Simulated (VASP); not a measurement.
Wanted: the native input for a VASP 6.6.1 run.

| Property | Result |
| --- | --- |
| Task | single point |
| Functional | RPBE |
| Potentials or basis | VASP PAW PBE potentials, release 64 (P) |
| Cutoff | 520 eV |
| k mesh | 16 × 16 × 16 |
| Occupations | fermi-dirac, width 0.1 eV |
| Spin | no spin polarisation |
| Dipole correction | no |
| Further INCAR settings | ALGO = Normal; EDIFF = 1e-06; NBANDS = 8 |

The structure of P lies in POSCAR:

```
P
1.0
   -1.5924690401      1.5924690401      1.5924690401
    1.5924690401     -1.5924690401      1.5924690401
    1.5924690401      1.5924690401     -1.5924690401
P
1
Direct
    0.0000000000      0.0000000000      0.0000000000
```

This cell differs from its parent crystal: volume scaled by 1.12.

These files were run (other wordings do the same):

INCAR

```
ALGO = Normal
EDIFF = 1E-6
ENCUT = 520
GGA = RP
ISIF = 2
ISMEAR = -1
LASPH = True
LCHARG = False
LREAL = False
LWAVE = False
NBANDS = 8
NELM = 80
PREC = Accurate
SIGMA = 0.1
```

KPOINTS

```
k-points
0
Gamma
  16 16 16
```

Potentials or basis: VASP PAW PBE potentials, release 64 (P).

Command:

```console
$ cat potpaw_PBE.64/P/POTCAR > POTCAR
$ mpirun -np 1 vasp_std > vasp.out
```

Results of the run:

The pressure is -8.7 GPa.

Caveat: the PAW data sets were made with another functional, which shifts forces and pressure a little.

Wall time 5.6 s on 1 thread of Intel(R) Xeon(R) 6975P-C (Granite Rapids), on a shared host, peak memory 0.14 GiB.
